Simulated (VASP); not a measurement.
# SiGe4W (P-3m1) in VASP: further runs

SiGe4W is run at these levels: PBE; tasks: relaxation of cell and atoms, single point.

All numbers are computed with VASP 6.6.1; they aren't measurements. Logs are shortened: lines on timing, memory, paths and dates and some standing lists are left out, and cuts for length are marked.

## Step 1: The cell of the first run

It takes space group P-3m1 (No. 164, trigonal). Conventional cell: a = 3.413 Å, b = 3.413 Å, c = 11.752 Å, α = 90.00°, β = 90.00°, γ = 120.00°. Within 3.2 Å of Si (site symmetry -3m) lie 6 Ge at 2.45 Å. Ge (site symmetry 3m) has 3 W at 2.36 Å within 3.1 Å. Ge (site symmetry 3m) has 3 Si at 2.45 Å within 3.2 Å. W (site symmetry -3m) has 6 Ge at 2.36 Å within 3.1 Å.

The cell was generated, and may not be a known phase.

## Step 2: Relaxation of cell and atoms, PBE

Input file INCAR:

```
SYSTEM = SiGe4W
ALGO = Normal ; EDIFF = 1E-6
EDIFFG = -0.04 ; ENCUT = 600
GGA = PE ; IBRION = 2
ISIF = 3 ; ISMEAR = 0
LASPH = .TRUE. ; LCHARG = .FALSE.
LREAL = .FALSE. ; LWAVE = .FALSE.
NELM = 100 ; NSW = 90
PREC = Accurate ; SIGMA = 0.1
```

Input file KPOINTS:

```
k-points
0
G
  6 6 2
  0 0 0
```

Input file POSCAR:

```
SiGe4W
1.0
    3.4125211300      0.0000000000      0.0000000000
   -1.7062605700      2.9553299900      0.0000000000
    0.0000000000      0.0000000000     11.7515815500
Si Ge W
1 4 1
Direct
    0.0000000000      0.0000000000      0.5000000000
    0.6666666700      0.3333333300      0.8897569800
    0.6666666700      0.3333333300      0.3766410100
    0.3333333300      0.6666666700      0.6233589900
    0.3333333300      0.6666666700      0.1102430200
    0.0000000000      0.0000000000      0.0000000000
```

Potentials or basis: VASP PAW PBE potentials, release 64 (Si, Ge_d, W_sv).

Started as:

```console
cat potpaw_PBE.64/Si/POTCAR potpaw_PBE.64/Ge_d/POTCAR potpaw_PBE.64/W_sv/POTCAR > POTCAR
mpirun -np 1 vasp_std > vasp.out
```

OUTCAR:

```text
SYSTEM = SiGe4W
   EDIFF = 1E-6
   EDIFFG = -0.04
   ENCUT = 600
   GGA = PE
   IBRION = 2
   ISIF = 3
   ISMEAR = 0
   LASPH = .TRUE.
   LREAL = .FALSE.
   NELM = 100
   NSW = 90
   PREC = Accurate

 ion  position               nearest neighbor table
   1  0.000  0.000  0.500-   3 2.45   4 2.45   3 2.45   4 2.45   3 2.45   4 2.45
   2  0.667  0.333  0.890-   6 2.36   6 2.36   6 2.36
   3  0.667  0.333  0.377-   1 2.45   1 2.45   1 2.45
   4  0.333  0.667  0.623-   1 2.45   1 2.45   1 2.45
   5  0.333  0.667  0.110-   6 2.36   6 2.36   6 2.36
   6  0.000  0.000  0.000-   2 2.36   5 2.36   2 2.36   5 2.36   2 2.36   5 2.36

  LATTYP: Found a hexagonal cell.
 ALAT       =     3.4125211300
 C/A-ratio  =     3.4436655781

  Lattice vectors:

 A1 = (   3.4125211300,   0.0000000000,   0.0000000000)
 A2 = (  -1.7062605700,   2.9553299900,   0.0000000000)
 A3 = (   0.0000000000,   0.0000000000,  11.7515815500)

Analysis of symmetry for initial positions (statically):
=====================================================================
 Subroutine PRICEL returns:
 Original cell was already a primitive cell.

 Routine SETGRP: Setting up the symmetry group for a
 hexagonal supercell.

 Subroutine GETGRP returns: Found 12 space group operations
 (whereof 12 operations were pure point group operations)
 out of a pool of 24 trial point group operations.

The static configuration has the point symmetry D_3d.

Analysis of symmetry for dynamics (positions and initial velocities):
=====================================================================
 Subroutine PRICEL returns:
 Original cell was already a primitive cell.

 Routine SETGRP: Setting up the symmetry group for a
 hexagonal supercell.

 Subroutine GETGRP returns: Found 12 space group operations
 (whereof 12 operations were pure point group operations)
 out of a pool of 24 trial point group operations.

The dynamic configuration has the point symmetry D_3d.

 Subroutine INISYM returns: Found 12 space group operations
 (whereof 12 operations are pure point group operations),
 and found     1 'primitive' translations

----------------------------------------------------------------------------------------

                                     Primitive cell

  volume of cell :     118.5162

  direct lattice vectors                    reciprocal lattice vectors
     3.412521130  0.000000000  0.000000000     0.293038479  0.169185845  0.000000000
    -1.706260570  2.955329990  0.000000000     0.000000000  0.338371689  0.000000000
     0.000000000  0.000000000 11.751581550     0.000000000  0.000000000  0.085094929

  length of vectors
     3.412521130  3.412521133 11.751581550     0.338371689  0.338371689  0.085094929

  position of ions in fractional coordinates (direct lattice)
     0.000000000  0.000000000  0.500000000
     0.666666670  0.333333330  0.889756980
     0.666666670  0.333333330  0.376641010
     0.333333330  0.666666670  0.623358990
     0.333333330  0.666666670  0.110243020
     0.000000000  0.000000000  0.000000000

  ion indices of the primitive-cell ions
   primitive index   ion index
                 1           1
                 2           2
                 3           3
                 4           4
                 5           5
                 6           6

----------------------------------------------------------------------------------------

 KPOINTS: k-points

Automatic generation of k-mesh.
 Grid dimensions read from file:
 generate k-points for:    6    6    2

 Generating k-lattice:

  Cartesian coordinates                     Fractional coordinates (reciprocal lattice)
     0.048839746  0.028197641  0.000000000     0.166666667  0.000000000  0.000000000
     0.000000000  0.056395281  0.000000000     0.000000000  0.166666667  0.000000000
     0.000000000  0.000000000  0.042547465     0.000000000  0.000000000  0.500000000

  Length of vectors
     0.056395282  0.056395281  0.042547465

  Shift w.r.t. Gamma in fractional coordinates (k-lattice)
     0.000000000  0.000000000  0.000000000

 Subroutine IBZKPT returns following result:
 ===========================================

 Found     14 irreducible k-points:

 Following reciprocal coordinates:
            Coordinates               Weight
  0.000000  0.000000  0.000000      1.000000
  0.166667 -0.000000  0.000000      6.000000
  0.333333 -0.000000  0.000000      6.000000
  0.500000 -0.000000  0.000000      3.000000
  0.166667  0.166667  0.000000      6.000000
  0.333333  0.166667  0.000000     12.000000
  0.333333  0.333333  0.000000      2.000000
  0.000000  0.000000  0.500000      1.000000
  0.166667 -0.000000  0.500000      6.000000
  0.333333 -0.000000  0.500000      6.000000
  0.500000 -0.000000  0.500000      3.000000
  0.166667  0.166667  0.500000      6.000000
  0.333333  0.166667  0.500000     12.000000
  0.333333  0.333333  0.500000      2.000000
   k-points           NKPTS =     14   k-points in BZ     NKDIM =     14   number of bands    NBANDS=     44
   number of dos      NEDOS =    301   number of ions     NIONS =      6
   total plane-waves  NPLWV =  75264
   dimension x,y,z NGX =    28 NGY =   28 NGZ =   96
   dimension x,y,z NGXF=    56 NGYF=   56 NGZF=  192
   ions per type =               1   4   1
   NGX,Y,Z   is equivalent  to a cutoff of  13.64, 13.64, 13.58 a.u.
   NGXF,Y,Z  is equivalent  to a cutoff of  27.28, 27.28, 27.16 a.u.
 SYSTEM =  SiGe4W
   PREC   = accura    normal or accurate (medium, high low for compatibility)
   ISTART =      0    job   : 0-new  1-cont  2-samecut
   ICHARG =      2    charge: 1-file 2-atom 10-const
   ISPIN  =      1    spin polarized calculation?
   LNONCOLLINEAR =      F non collinear calculations
   LSORBIT =      F    spin-orbit coupling
   LASPH  =      T    aspherical Exc in radial PAW
   ENCUT  =  600.0 eV  44.10 Ry    6.64 a.u.   6.82  6.82 23.47*2*pi/ulx,y,z
   NELM   =    100;   NELMIN=  2; NELMDL= -5     # of ELM steps
   EDIFF  = 0.1E-05   stopping-criterion for ELM
   LREAL  =      F    real-space projection
   EDIFFG = -.4E-01   stopping-criterion for IOM
   NSW    =     90    number of steps for IOM
   IBRION =      2    ionic relax: 0-MD 1-quasi-New 2-CG
   NFREE  =      1    steps in history (QN), initial steepest desc. (CG)
   ISIF   =      3    stress and relaxation
   ISYM   =      2    0-nonsym 1-usesym 2-fastsym
   POTIM  = 0.5000    time-step for ionic-motion
   TEBEG  =    0.0;   TEEND  =   0.0 temperature during run
   PSTRESS=    0.0 pullay stress
   NELECT =      74.0000    total number of electrons
   NUPDOWN=      -1.0000    fix difference up-down
   EMIN   =  10.00;   EMAX   =-10.00  energy-range for DOS
   EFERMI =   0.00;   METHOD = LEGACY
   ISMEAR =     0;   SIGMA  =   0.10  broadening in eV -4-tet -1-fermi 0-gaus
   EFERMI_NEDOS =   21; number of points for ismear=-14 and -15
   IALGO  =     38    algorithm
   IMIX   =      4    mixing-type and parameters
     AMIX     =   0.40;   BMIX     =  1.00
     AMIX_MAG =   1.60;   BMIX_MAG =  1.00
  volume/ion in A,a.u.               =      19.75       133.30
  Fermi-wavevector in a.u.,A,eV,Ry     =   1.399242  2.644184 26.638552  1.957878
  Thomas-Fermi vector in A             =   2.522321
   LORBIT       =      0    0 simple, 1 ext, 2 COOP (PROOUT), +10 PAW based schemes
   GGA     = PE    functional components
   LHFCALC =     F    Hartree Fock is set to
   AEXX    =    0.0000 exact exchange contribution
   IVDW    =     0    specifies the selected vdW correction
   LEPSILON=     F    determine dielectric tensor
   LRPA    =     F    only Hartree local field effects (RPA)
 conjugate gradient relaxation of ions
 non-spin polarized calculation
 Gauss-broadening in eV      SIGMA  =   0.10
  energy-cutoff  :      600.00
  volume of cell :      118.52
 maximum number of plane-waves:      3981
 NGX is ok and might be reduce to    28
   NGX = 13   NGY = 13   NGZ = 47

--------------------------------------- Ionic step        1  -------------------------------------------

 number of electron      74.0000023 magnetization

 Free energy of the ion-electron system (eV)
  ---------------------------------------------------
  ext. energy  EPLUGINS =         0.00000000
  ---------------------------------------------------
  free energy    TOTEN  =       -30.96863500 eV

  energy without entropy =      -30.93324459  energy(sigma->0) =      -30.95093980

------------------------ aborting loop because EDIFF is reached ----------------------------------------

  FORCE on cell =-STRESS in cart. coord.  units (eV):
  Direction    XX          YY          ZZ          XY          YZ          ZX
  --------------------------------------------------------------------------------------
  -------------------------------------------------------------------------------------
  Total       14.6316829     14.6316829     12.7976465     -0.0000000      0.0000000      0.0000000
  in kB      197.8004217    197.8004218    173.0067476     -0.0000003      0.0000000      0.0000000
  external PRESSURE =     189.5358637 kB  Pullay stress =       0.0000000 kB
[... 25 lines left out ...]
  energy  without entropy=      -30.9332445935  energy(sigma->0) =      -30.95093980

--------------------------------------- Ionic step        2  -------------------------------------------

 number of electron      74.0000027 magnetization

 E-fermi :   3.4621     XC(G=0):  -9.3818

 val. band max:        3.4179379786   @ k =   0.1667  -0.0000   0.0000
 cond. band min:       3.5292892465   @ k =   0.3333  -0.0000   0.0000
 fundamental gap:      0.1113512678
 Fermi energy:         3.4620873225

 k-point     1 :       0.0000    0.0000    0.0000
  band No.  band energies     occupation
      1     -70.7974      2.00000
      2     -34.9691      2.00000
      3     -34.9691      2.00000
      4     -34.7961      2.00000
      5     -21.4158      2.00000
      6     -21.4158      2.00000
[... 720 lines left out ...]
  FREE ENERGIE OF THE ION-ELECTRON SYSTEM (eV)
  ---------------------------------------------------
  free  energy   TOTEN  =       -32.4528753822 eV

  energy  without entropy=      -32.4171911477  energy(sigma->0) =      -32.43503326

[... ionic steps 4 to 16 ...]

--------------------------------------- Ionic step       17  -------------------------------------------

 number of electron      73.9999980 magnetization

------------------------ aborting loop because EDIFF is reached ----------------------------------------

  FORCE on cell =-STRESS in cart. coord.  units (eV):
  Direction    XX          YY          ZZ          XY          YZ          ZX
  --------------------------------------------------------------------------------------
  -------------------------------------------------------------------------------------
  Total       -0.0459032     -0.0459032      0.5781385      0.0000000      0.0000000     -0.0000000
  in kB       -0.6903418     -0.6903418      8.6946614      0.0000000      0.0000000     -0.0000000
  external PRESSURE =       2.4379926 kB  Pullay stress =       0.0000000 kB
[... 65 lines left out ...]
  energy  without entropy=      -33.9648991073  energy(sigma->0) =      -33.96776648

--------------------------------------- Ionic step       19  -------------------------------------------

 number of electron      73.9999976 magnetization

 Free energy of the ion-electron system (eV)
  ---------------------------------------------------
  ext. energy  EPLUGINS =         0.00000000
  ---------------------------------------------------
  free energy    TOTEN  =       -33.97103325 eV

  energy without entropy =      -33.96529203  energy(sigma->0) =      -33.96816264

 E-fermi :   7.4895     XC(G=0): -11.5453

 val. band max:        7.3314726699   @ k =   0.1667  -0.0000   0.5000
 cond. band min:       7.5820513271   @ k =   0.1667  -0.0000   0.5000
 fundamental gap:      0.2505786572
 Fermi energy:         7.4894936350

 k-point     1 :       0.0000    0.0000    0.0000
  band No.  band energies     occupation
      1     -66.5082      2.00000
      2     -30.6862      2.00000
      3     -30.6862      2.00000
      4     -30.6028      2.00000
      5     -17.1124      2.00000
      6     -17.1124      2.00000
[... 680 lines left out ...]
  FREE ENERGIE OF THE ION-ELECTRON SYSTEM (eV)
  ---------------------------------------------------
  free  energy   TOTEN  =       -33.9710332507 eV

  energy  without entropy=      -33.9652920275  energy(sigma->0) =      -33.96816264

 reached required accuracy - stopping structural energy minimisation
```

Run time: 42 min. Hardware: 1 thread of Intel Xeon 8259CL, shared host; peak memory 0.33 GiB.

What came out:

```yaml
Free_energy: -33.9710 eV
Relaxed_volume: 17.78 Å³/atom
Relaxed_cell: a = 3.352 Å, b = 3.352 Å, c = 10.966 Å, α = 90.00°, β = 90.00°, γ = 120.00°
Space_group_after_relaxing_to_0.1_Å: P-3m1 (No. 164)
Energy_gained_by_relaxing: 500.4 meV/atom
Ionic_steps: 19
Pressure_after_relaxing: -0.1 GPa
Largest_force_after_relaxing: 0.016 eV/Å
Band_gap_on_the_k_mesh: zero (bands 37 and 38 overlap by 3.56 eV)
```

Forces in eV/Å, atoms in the order of the input:
```
Si   0.000  0.000  0.000
Ge   0.000  0.000 -0.016
Ge   0.000  0.000 -0.010
Ge   0.000  0.000  0.010
Ge   0.000  0.000  0.016
W    0.000  0.000  0.000
```

Step by step:
```
step  energy change (eV)  largest force (eV/Å)  pressure (GPa)  volume (Å³)
   1              0.0000                4.7699           18.95       118.52
   2             -0.1317                1.0046          -12.10       163.28
   3             -1.4842                1.0320           -2.68       138.24
   4             -1.4876                1.1377           -2.08       137.36
   5             -1.4876                1.1864           -1.81       136.96
   6             -1.6676                1.2360           -1.83       133.47
   7             -2.1642                1.0264           -1.19       123.32
   8             -2.3295                2.1415            4.75       104.55
   9             -2.4469                1.6663            1.01       112.82
  10             -2.5956                1.3476           -0.29       111.44
  11             -2.7480                0.7432           -1.85       108.31
  12             -2.8933                0.7062            0.53       104.92
  13             -2.9081                0.7198            1.50       103.72
  14             -2.9644                0.5220            0.31       105.45
  15             -2.9907                0.2778           -1.11       107.66
  16             -2.9993                0.1190            0.45       106.36
  17             -2.9996                0.1156            0.24       106.53
  18             -3.0020                0.0517            0.15       106.63
  19             -3.0024                0.0160           -0.14       106.69
```

Final structure:
```cif
data_structure
_symmetry_space_group_name_H-M 'P 1'
_symmetry_Int_Tables_number 1
_cell_length_a 3.3518
_cell_length_b 3.3518
_cell_length_c 10.9655
_cell_angle_alpha 90.000
_cell_angle_beta 90.000
_cell_angle_gamma 120.000
_cell_volume 106.69
loop_
_atom_site_label
_atom_site_type_symbol
_atom_site_fract_x
_atom_site_fract_y
_atom_site_fract_z
_atom_site_occupancy
Si1 Si 0.00000 0.00000 0.50000 1
Ge1 Ge 0.66667 0.33333 0.83687 1
Ge2 Ge 0.66667 0.33333 0.35112 1
Ge3 Ge 0.33333 0.66667 0.64888 1
Ge4 Ge 0.33333 0.66667 0.16313 1
W1 W 0.00000 0.00000 0.00000 1
```

Caveat: spin-orbit coupling is left out, which moves the levels of the heavy elements.

## Step 3: Single point, PBE

This run uses another cell than the first one, of 17.83 Å³/atom.

Input file INCAR:

```
PREC     = Accurate       # precision mode
ENCUT    = 520            # plane-wave cutoff, eV
EDIFF    = 1E-7           # SCF threshold, eV
ISMEAR   = 0              # smearing method
SIGMA    = 0.1            # smearing width, eV
LREAL    = False          # projectors in reciprocal space
LASPH    = True           # aspherical terms in the spheres
NELM     = 60             # most SCF steps
ALGO     = Normal         # electronic algorithm
ISIF     = 2              # what is computed and relaxed
LWAVE    = False          # write WAVECAR
LCHARG   = False          # write CHGCAR
GGA      = PE             # functional
NBANDS   = 46             # bands
```

Input file KPOINTS:

```
Automatic mesh
0
Gamma
  12 12 4
```

Input file POSCAR:

```
SiGe4W
1.0
    3.3804696568      0.0000000000      0.0000000000
   -1.6902348284      2.9275725995      0.0000000000
    0.0000000000      0.0000000000     10.8118994136
Si Ge W
1 4 1
Direct
    0.0000000000      0.0000000000      0.5000000000
    0.6666666667      0.3333333333      0.8369645672
    0.6666666667      0.3333333333      0.3484905646
    0.3333333333      0.6666666667      0.6515094354
    0.3333333333      0.6666666667      0.1630354328
    0.0000000000      0.0000000000      0.0000000000
```

Potentials or basis: VASP PAW PBE potentials, release 64 (Si, Ge_d, W_sv).

Started as:

```console
cat potpaw_PBE.64/Si/POTCAR potpaw_PBE.64/Ge_d/POTCAR potpaw_PBE.64/W_sv/POTCAR > POTCAR
mpirun -np 1 vasp_std > vasp.out
```

It took 13 min on 1 thread of Intel Xeon 8259CL, shared host; peak memory 0.43 GiB.

Results (log left out):

| Property | Result |
| --- | --- |
| Free energy | -33.8498 eV |
| Pressure | 0.1 GPa |
| Largest force | 0.005 eV/Å |
| Band gap on the k mesh | zero (bands 37 and 38 overlap by 3.55 eV) |

Forces in eV/Å, atoms in the order of the input:
```
Si   0.000  0.000  0.000
Ge   0.000  0.000 -0.005
Ge   0.000  0.000  0.003
Ge   0.000  0.000 -0.003
Ge   0.000  0.000  0.005
W    0.000  0.000  0.000
```

Levels at points of the mesh, in eV from the Fermi level:
| k point | band 33 | band 34 | band 35 | band 36 | band 37 | band 38 | band 39 | band 40 | band 41 | band 42 |
| --- | --- | --- | --- | --- | --- | --- | --- | --- | --- | --- |
| (0.00, 0.00, 0.00) | -1.42 | 0.36 | 0.36 | 2.00 | 2.00 | 2.15 | 2.92 | 2.92 | 3.94 | 3.94 |
| (0.50, 0.00, 0.00) | -3.09 | -1.97 | -1.48 | -1.08 | -0.83 | -0.21 | 1.50 | 1.66 | 1.84 | 2.08 |
| (0.00, 0.00, 0.50) | -0.80 | 0.36 | 0.36 | 2.01 | 2.01 | 2.73 | 2.78 | 2.78 | 4.48 | 4.59 |
| (0.50, 0.00, 0.50) | -2.68 | -1.97 | -1.62 | -0.76 | -0.74 | 0.54 | 0.57 | 0.90 | 2.08 | 3.03 |

Caveat: spin-orbit coupling is left out, which moves the levels of the heavy elements.

The gap in the log of VASP goes by the Fermi energy; the results here count the filled bands.